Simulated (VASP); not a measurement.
NaF, 2 atoms in the cell. It takes space group Fm-3m (No. 225, cubic). The conventional cell has a = 4.684 Å, b = 4.684 Å, c = 4.684 Å, α = 90.00°, β = 90.00°, γ = 90.00°. Within 3.1 Å of Na (site symmetry m-3m) lie 6 F at 2.34 Å. F (site symmetry m-3m) has 6 Na at 2.34 Å within 3.1 Å. 

- Program: VASP 6.6.1
- Task: single point
- Functional: r2SCAN
- Potentials or basis: VASP PAW PBE potentials, release 64 (Na_sv, F)
- Cutoff: 1250 eV
- k mesh: 8 × 8 × 8
- Occupations: gaussian, width 0.01 eV
- Spin: no spin polarisation
- Dipole correction: no
- Further INCAR settings: ALGO = Normal; EDIFF = 1e-06; NBANDS = 15

Potentials or basis: VASP PAW PBE potentials, release 64 (Na_sv, F).

Command:

```bash
$ cat potpaw_PBE.64/Na_sv/POTCAR potpaw_PBE.64/F/POTCAR > POTCAR
$ cp INCAR.step1 INCAR
$ mpirun -np 1 vasp_std > vasp.out
$ cp INCAR.step2 INCAR
$ mpirun -np 1 vasp_std > vasp.out
```

Hardware: 1 thread of Intel(R) Xeon(R) Platinum 8375C CPU @ 2.90GHz (Ice Lake) (shared host).

Question: Estimate the wall time of this run.

Answer: Run time: 93 s on 1 thread of Intel(R) Xeon(R) Platinum 8375C CPU @ 2.90GHz (Ice Lake), with other jobs on the host, peak memory 0.25 GiB. Counts: k points 29.
